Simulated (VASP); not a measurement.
A run of VASP 6.6.1 is set up as follows.

POSCAR

```
BP
1.0
    0.0000000000      2.2683158654      2.2683158654
    2.2683158654      0.0000000000      2.2683158654
    2.2683158654      2.2683158654      0.0000000000
B P
1 1
Direct
    0.0000000000      0.0000000000      0.0000000000
    0.2500000000      0.2500000000      0.2500000000
```

The input INCAR.step1:

```
ALGO = Normal
EDIFF = 1E-5
ENCUT = 520
GGA = PE
ISIF = 2
ISMEAR = 0
LASPH = True
LREAL = False
LWAVE = True
NBANDS = 11
NELM = 80
PREC = Accurate
SIGMA = 0.01
```

File INCAR.step2:

```
AEXX = 0.25
ALGO = Normal
EDIFF = 1E-6
ENCUT = 520
GGA = PE
ISIF = 2
ISMEAR = 0
ISTART = 1
LASPH = True
LCHARG = True
LELF = True
LHFCALC = True
LREAL = False
LVHAR = True
LWAVE = False
NBANDS = 11
NELM = 80
PREC = Accurate
PRECFOCK = Normal
SIGMA = 0.01
```

File KPOINTS:

```
k-points
0
Gamma
  6 6 6
```

Potentials or basis: VASP PAW PBE potentials, release 64 (B, P).

Run with:

```console
$ cat potpaw_PBE.64/B/POTCAR potpaw_PBE.64/P/POTCAR > POTCAR
$ cp INCAR.step1 INCAR
$ mpirun -np 1 vasp_std > vasp.out
$ cp INCAR.step2 INCAR
$ mpirun -np 1 vasp_std > vasp.out
```

Predict the pressure.

-2.0 GPa.

Predict the band gap on the k mesh.

2.79 eV, indirect (least direct gap 5.05 eV).

Caveat: the PAW data sets were made with another functional, which shifts forces and pressure a little. A k mesh can miss the band edges.
